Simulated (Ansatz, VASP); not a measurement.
One calculation of MgCu2S2, two programs

```
CELL_PARAMETERS angstrom
1.94030 1.12023 6.78632
-1.94030 1.12023 6.78632
0.00000 -2.24046 6.78632
ATOMIC_POSITIONS crystal
Mg 0.37761 0.37761 0.37761
Cu 0.60758 0.60758 0.60758
Cu 0.15670 0.15670 0.15670
S 0.98675 0.98675 0.98675
S 0.49557 0.49557 0.49557
```

Alike in both runs: task single point; functional PBE; k mesh 6 × 6 × 6; occupations gaussian, width 0.1 eV; collinear spin.

```csv
,VASP,Ansatz
version,VASP 6.6.1,Ansatz 0.2.0
potentials or method,"VASP PAW PBE potentials, release 64 (Mg, Cu, S), cutoff 520 eV","scalar-relativistic, plane waves, PAW"
valence electrons in the cell,36,60
```

|  | VASP | Ansatz | Ansatz less VASP |
| --- | --- | --- | --- |
| gap on the k mesh at the Fermi level (eV) | none | none | - |
| pressure (GPa) | 0.7 | 0.6 | -0.09 |
| traceless stress, the component that is largest in VASP (GPa) | -0.05 | 0.06 | +0.112 |
| rms of the force components (eV/Å) | 0.017 | 0.016 | -0.0003 |
| net moment per atom (μB) | 0.00 | 0.00 | 0.000 |

Atom by atom the forces differ by 0.010 eV/Å (rms over components). A gap of «none» marks a metal or a gap that the smearing closes. VASP's potentials hold 36 valence electrons a cell and Ansatz's 60, so a difference there can come from the potentials and not from the codes. Ansatz's warnings: seeded moment not kept.
